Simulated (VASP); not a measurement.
A run of VASP 6.6.1 is set up as follows.

The input INCAR:

```
  PREC = Accurate
  ENCUT = 600
  EDIFF = 1E-6
  ISMEAR = -1
  SIGMA = 0.15
  LREAL = F
  LASPH = T
  NELM = 100
  ALGO = Normal
  ISIF = 3
  LWAVE = F
  LCHARG = F
  GGA = PE
  IBRION = 2
  NSW = 80
  EDIFFG = -0.001
```

Contents of KPOINTS:

```
Automatic mesh
0
Gamma
  15 15 8
```

POSCAR

```
Mg
1.0
    3.2100636628      0.0000000000      0.0000000000
   -1.6050318314      2.7799966797      0.0000000000
    0.0000000000      0.0000000000      5.1379319477
Mg
2
Direct
    0.3333333333      0.6666666667      0.2500000000
    0.6666666667      0.3333333333      0.7500000000
```

Potentials or basis: VASP PAW PBE potentials, release 64 (Mg).

Run with:

```sh
$ cat potpaw_PBE.64/Mg/POTCAR > POTCAR
$ mpirun -np 1 vasp_std > vasp.out
```

Predict the relaxed cell.

a = 3.203 Å, b = 3.203 Å, c = 5.158 Å, α = 90.00°, β = 90.00°, γ = 120.00°.

What does it give for the space group after relaxing (to 0.05 Å)?

P6_3/mmc (No. 194).

Estimate the relaxed volume.

22.92 Å³/atom.

Final structure:
```
CELL_PARAMETERS angstrom
3.20341 0.00000 0.00000
-1.60170 2.77423 0.00000
0.00000 0.00000 5.15759
ATOMIC_POSITIONS crystal
Mg 0.33333 0.66667 0.25000
Mg 0.66667 0.33333 0.75000
```
